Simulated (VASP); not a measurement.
# PbS (Cmcm) in VASP: further runs

PbS is run at these levels: LDA, PBEsol; tasks: single point.

Program: VASP 6.6.1. These are calculated values, not measurements. Logs are shortened: lines on timing, memory, paths and dates and some standing lists are left out, and cuts for length are marked.

## 1. The cell of the first run

It takes space group Cmcm (No. 63, orthorhombic). Conventional cell: a = 4.160 Å, b = 11.983 Å, c = 4.279 Å, α = 90.00°, β = 90.00°, γ = 90.00°. Within 3.5 Å of Pb (site symmetry m2m) lie 5 S at 2.69 to 2.99 Å. S (site symmetry m2m) has 5 Pb at 2.69 to 2.99 Å within 3.5 Å.

## 2. Single point, LDA

Input file INCAR:

```
SYSTEM = PbS
PREC     = Accurate       ! precision mode
ENCUT    = 520            ! plane-wave cutoff, eV
EDIFF    = 1E-7           ! SCF threshold, eV
ISMEAR   = -1             ! smearing method
SIGMA    = 0.05           ! smearing width, eV
LREAL    = .FALSE.        ! projectors in reciprocal space
LASPH    = .TRUE.         ! aspherical terms in the spheres
NELM     = 100            ! most SCF steps
ALGO     = Normal         ! electronic algorithm
ISIF     = 2              ! what is computed and relaxed
LWAVE    = .FALSE.        ! write WAVECAR
LCHARG   = .TRUE.         ! write CHGCAR
LELF     = .TRUE.         ! ELF
LVHAR    = .TRUE.       
NBANDS   = 28             ! bands
```

Input file KPOINTS:

```
Automatic mesh
0
G
  7 7 6
  0 0 0
```

Input file POSCAR:

```
PbS
1.0
    2.0799526950     -5.9912968650      0.0000000000
    2.0799526950      5.9912968650      0.0000000000
    0.0000000000      0.0000000000      4.2793209400
Pb S
2 2
Direct
    0.1305633500      0.8694366500      0.2500000000
    0.8694366500      0.1305633500      0.7500000000
    0.3547970900      0.6452029100      0.2500000000
    0.6452029100      0.3547970900      0.7500000000
```

Potentials or basis: VASP PAW LDA potentials, release 64 (Pb_d, S).

Run with:

```sh
$ cat potpaw_LDA.64/Pb_d/POTCAR potpaw_LDA.64/S/POTCAR > POTCAR
$ mpirun -np 1 vasp_std > vasp.out
```

OUTCAR:

```text
SYSTEM = PbS
   PREC = Accurate
   ENCUT = 520
   EDIFF = 1E-7
   ISMEAR = -1
   LREAL = .FALSE.
   LASPH = .TRUE.
   NELM = 100
   ISIF = 2

 ion  position               nearest neighbor table
   1  0.131  0.869  0.250-   3 2.69   4 2.99   4 2.99   4 2.99   4 2.99   2 3.79   2 3.79   2 4.13
                             2 4.13   2 4.13   2 4.13
   2  0.869  0.131  0.750-   4 2.69   3 2.99   3 2.99   3 2.99   3 2.99   1 3.79   1 3.79   1 4.13
                             1 4.13   1 4.13   1 4.13
   3  0.355  0.645  0.250-   1 2.69   2 2.99   2 2.99   2 2.99   2 2.99
   4  0.645  0.355  0.750-   2 2.69   1 2.99   1 2.99   1 2.99   1 2.99

  LATTYP: Found a base centered orthorhombic cell.
 ALAT       =     4.1599053900
 B/A-ratio  =     2.8804966956
 C/A-ratio  =     1.0287063139

  Lattice vectors:

 A1 = (   2.0799526950,  -5.9912968650,   0.0000000000)
 A2 = (   2.0799526950,   5.9912968650,   0.0000000000)
 A3 = (   0.0000000000,   0.0000000000,   4.2793209400)

Analysis of symmetry for initial positions (statically):
=====================================================================
 Subroutine PRICEL returns:
 Original cell was already a primitive cell.

 Routine SETGRP: Setting up the symmetry group for a
 base centered orthorhombic supercell.

 Subroutine GETGRP returns: Found  8 space group operations
 (whereof  4 operations were pure point group operations)
 out of a pool of  8 trial point group operations.

The static configuration has the point symmetry C_2h.
 The point group associated with its full space group is D_2h.

Analysis of symmetry for dynamics (positions and initial velocities):
=====================================================================
 Subroutine PRICEL returns:
 Original cell was already a primitive cell.

 Routine SETGRP: Setting up the symmetry group for a
 base centered orthorhombic supercell.

 Subroutine GETGRP returns: Found  8 space group operations
 (whereof  4 operations were pure point group operations)
 out of a pool of  8 trial point group operations.

The dynamic configuration has the point symmetry C_2h.
 The point group associated with its full space group is D_2h.

 Subroutine INISYM returns: Found  8 space group operations
 (whereof  4 operations are pure point group operations),
 and found     1 'primitive' translations

----------------------------------------------------------------------------------------

[... 95 lines left out ...]
   NELM   =    100;   NELMIN=  2; NELMDL= -5     # of ELM steps
   EDIFF  = 0.1E-06   stopping-criterion for ELM
   LREAL  =      F    real-space projection
   EDIFFG = 0.1E-05   stopping-criterion for IOM
   NSW    =      0    number of steps for IOM
   IBRION =     -1    ionic relax: 0-MD 1-quasi-New 2-CG
   NFREE  =      0    steps in history (QN), initial steepest desc. (CG)
   ISIF   =      2    stress and relaxation
   ISYM   =      2    0-nonsym 1-usesym 2-fastsym
   POTIM  = 0.5000    time-step for ionic-motion
   TEBEG  =    0.0;   TEEND  =   0.0 temperature during run
   PSTRESS=    0.0 pullay stress
   NELECT =      40.0000    total number of electrons
   NUPDOWN=      -1.0000    fix difference up-down
   EMIN   =  10.00;   EMAX   =-10.00  energy-range for DOS
   EFERMI =   0.00;   METHOD = LEGACY
   ISMEAR =    -1;   SIGMA  =   0.05  broadening in eV -4-tet -1-fermi 0-gaus
   EFERMI_NEDOS =   21; number of points for ismear=-14 and -15
   IALGO  =     38    algorithm
   IMIX   =      4    mixing-type and parameters
     AMIX     =   0.40;   BMIX     =  1.00
     AMIX_MAG =   1.60;   BMIX_MAG =  1.00
  volume/ion in A,a.u.               =      26.66       179.94
  Fermi-wavevector in a.u.,A,eV,Ry     =   1.180597  2.231005 18.963935  1.393810
  Thomas-Fermi vector in A             =   2.316887
   LORBIT       =      0    0 simple, 1 ext, 2 COOP (PROOUT), +10 PAW based schemes
   GGA     = CA    functional components
   LHFCALC =     F    Hartree Fock is set to
   AEXX    =    0.0000 exact exchange contribution
   IVDW    =     0    specifies the selected vdW correction
   LEPSILON=     F    determine dielectric tensor
   LRPA    =     F    only Hartree local field effects (RPA)
 non-spin polarized calculation
  energy-cutoff  :      520.00
  volume of cell :      106.65
 maximum number of plane-waves:      2892
   NGX = 23   NGY = 23   NGZ = 15

 number of electron      40.0000007 magnetization

 Free energy of the ion-electron system (eV)
  ---------------------------------------------------
  ext. energy  EPLUGINS =         0.00000000
  ---------------------------------------------------
  free energy    TOTEN  =       -19.77657523 eV

  energy without entropy =      -19.77657458  energy(sigma->0) =      -19.77657490

 E-fermi :   5.2256     XC(G=0):  -9.9277

 val. band max:        4.6419038857   @ k =  -0.4286   0.4286   0.3333
 cond. band min:       5.7440976437   @ k =   0.4286   0.4286   0.0000
 fundamental gap:      1.1021937580
 Fermi energy:         5.2256288887

 k-point     1 :       0.0000    0.0000    0.0000
  band No.  band energies     occupation
      1     -11.6495      2.00000
      2     -11.5478      2.00000
      3     -11.5366      2.00000
      4     -11.5359      2.00000
      5     -11.5019      2.00000
      6     -11.4995      2.00000
[... 733 lines left out ...]
     27      12.0592      0.00000
     28      12.8468      0.00000

 [... further k-points ...]

------------------------ aborting loop because EDIFF is reached ----------------------------------------

  FORCE on cell =-STRESS in cart. coord.  units (eV):
  Direction    XX          YY          ZZ          XY          YZ          ZX
  --------------------------------------------------------------------------------------
  -------------------------------------------------------------------------------------
  Total       -2.3715888     -2.0387068     -2.5474611      0.0000000     -0.0000000      0.0000000
  in kB      -35.6263089    -30.6257126    -38.2682839      0.0000000     -0.0000000      0.0000000
  external PRESSURE =     -34.8401018 kB  Pullay stress =       0.0000000 kB

 VOLUME and BASIS-vectors are now :
 -----------------------------------------------------------------------------
  energy-cutoff  :      520.00
  volume of cell :      106.65
      direct lattice vectors                 reciprocal lattice vectors
     2.079952695 -5.991296865  0.000000000     0.240390083 -0.083454386  0.000000000
     2.079952695  5.991296865  0.000000000     0.240390083  0.083454386  0.000000000
     0.000000000  0.000000000  4.279320940     0.000000000  0.000000000  0.233681936

 POSITION                                       TOTAL-FORCE (eV/Angst)
 -----------------------------------------------------------------------------------
      2.07995      4.42681      1.06983         0.000000     -0.101208     -0.000000
      2.07995     -4.42681      3.20949         0.000000      0.101208      0.000000
      2.07995      1.73991      1.06983         0.000000      0.050923     -0.000000
      2.07995     -1.73991      3.20949         0.000000     -0.050923     -0.000000
 -----------------------------------------------------------------------------------
    total drift:                               -0.000000     -0.000000      0.000000

  FREE ENERGIE OF THE ION-ELECTRON SYSTEM (eV)
  ---------------------------------------------------
  free  energy   TOTEN  =       -19.7765752282 eV

  energy  without entropy=      -19.7765745802  energy(sigma->0) =      -19.77657490
```

Wall time 90 s (1 thread of Intel Xeon 6975P-C (Granite Rapids), shared host); peak memory 0.31 GiB.

What came out:

| Item | Value |
| --- | --- |
| Free energy | -19.7766 eV |
| Pressure | -3.5 GPa |
| Largest force | 0.101 eV/Å |
| Band gap on the k mesh | 1.10 eV (least direct gap 1.28 eV) |

Forces in eV/Å, atoms in the order of the input:
```
Pb   0.000 -0.101  0.000
Pb   0.000  0.101  0.000
S    0.000  0.051  0.000
S    0.000 -0.051  0.000
```

Levels at points of the mesh, in eV from the valence-band top:
| k point | band 17 | band 18 | band 19 | band 20 | band 21 | band 22 | band 23 | band 24 |
| --- | --- | --- | --- | --- | --- | --- | --- | --- |
| (0.00, 0.00, 0.00) | -2.32 | -1.59 | -1.41 | -0.42 | 4.63 | 4.67 | 4.82 | 5.53 |
| (0.00, 0.00, 0.50) | -1.03 | -1.03 | -0.05 | -0.05 | 1.76 | 1.76 | 2.73 | 2.73 |

Caveat: the cell stands under tension; spin-orbit coupling is left out, which moves the levels of the heavy elements; an odd mesh through Γ misses points on the zone boundary, where band edges can lie.

## 3. Single point, LDA

This run uses another cell than the first one, of 27.20 Å³/atom.

Input file INCAR:

```
SYSTEM = PbS
  ALGO = Normal
  EDIFF = 1E-6
  ENCUT = 520
  GGA = CA
  ISIF = 2
  ISMEAR = -1
  LASPH = .TRUE.
  LCHARG = .FALSE.
  LREAL = .FALSE.
  LWAVE = .FALSE.
  NBANDS = 28
  NELM = 100
  PREC = Accurate
  SIGMA = 0.05
```

Input file KPOINTS:

```
k-points
0
G
  7 7 6
  0 0 0
```

Input file POSCAR:

```
PbS
1.0
    2.0937276176     -6.0309754840      0.0000000000
    2.0937276176      6.0309754840      0.0000000000
    0.0000000000      0.0000000000      4.3076616397
Pb S
2 2
Direct
    0.1305633500      0.8694366500      0.2500000000
    0.8694366500      0.1305633500      0.7500000000
    0.3547970900      0.6452029100      0.2500000000
    0.6452029100      0.3547970900      0.7500000000
```

Potentials or basis: VASP PAW LDA potentials, release 64 (Pb_d, S).

Run with:

```sh
$ cat potpaw_LDA.64/Pb_d/POTCAR potpaw_LDA.64/S/POTCAR > POTCAR
$ mpirun -np 1 vasp_std > vasp.out
```

Wall time 81 s (1 thread of Intel Xeon 6975P-C (Granite Rapids), shared host); peak memory 0.31 GiB.

The run converged. Its results:

```yaml
Free_energy: -19.7250 eV
Pressure: -4.4 GPa
Largest_force: 0.215 eV/Å
Band_gap_on_the_k_mesh: 1.14 eV (least direct gap 1.28 eV)
```

Forces in eV/Å, atoms in the order of the input:
```
Pb   0.000 -0.215  0.000
Pb   0.000  0.215  0.000
S    0.000  0.122  0.000
S    0.000 -0.122  0.000
```

Stress tensor (GPa, compression positive):
```
-4.47  0.00  0.00
 0.00 -3.95  0.00
 0.00  0.00 -4.72
```

Levels at points of the mesh, in eV from the valence-band top:
| k point | band 16 | band 17 | band 18 | band 19 | band 20 | band 21 | band 22 | band 23 | band 24 | band 25 |
| --- | --- | --- | --- | --- | --- | --- | --- | --- | --- | --- |
| (0.00, 0.00, 0.00) | -2.77 | -2.22 | -1.50 | -1.32 | -0.37 | 4.59 | 4.72 | 4.79 | 5.46 | 5.67 |
| (0.00, 0.00, 0.50) | -2.59 | -0.96 | -0.96 | -0.04 | -0.04 | 1.78 | 1.78 | 2.75 | 2.75 | 4.91 |

Caveat: the cell stands under tension; spin-orbit coupling is left out, which moves the levels of the heavy elements; an odd mesh through Γ misses points on the zone boundary, where band edges can lie.

(Continued in part 2 of 2.)
